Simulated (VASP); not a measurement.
A run of VASP 6.6.1:

File INCAR:

```
SYSTEM = HfN
PREC = Accurate ; ENCUT = 520
EDIFF = 1E-7 ; ISMEAR = 1
SIGMA = 0.1 ; LREAL = .False.
LASPH = .True. ; NELM = 60
ALGO = Normal ; ISIF = 2
LWAVE = .False. ; LCHARG = .False.
GGA = PE ; NBANDS = 14
```

The input KPOINTS:

```
regular mesh
0
Gamma
  9 9 9
  0 0 0
```

The input POSCAR:

```
HfN
1.0
    0.0000000000      2.2099462613      2.2099462613
    2.2099462613      0.0000000000      2.2099462613
    2.2099462613      2.2099462613      0.0000000000
Hf N
1 1
Direct
    0.0000000000      0.0000000000      0.0000000000
    0.5000000000      0.5000000000      0.5000000000
```

Potentials or basis: VASP PAW PBE potentials, release 64 (Hf_pv, N).

Launch:

```console
$ cat potpaw_PBE.64/Hf_pv/POTCAR potpaw_PBE.64/N/POTCAR > POTCAR
$ mpirun -np 1 vasp_std > vasp.out
```

Hardware: 1 thread of AMD EPYC 7R13 Processor (Zen 3) (shared host).

**Question.** How long does it take, and how much memory?

**Answer.** Wall time 9.9 s on 1 thread of AMD EPYC 7R13 Processor (Zen 3) (shared host), peak memory 0.11 GiB. Counts: scf iterations 14, k points 35.
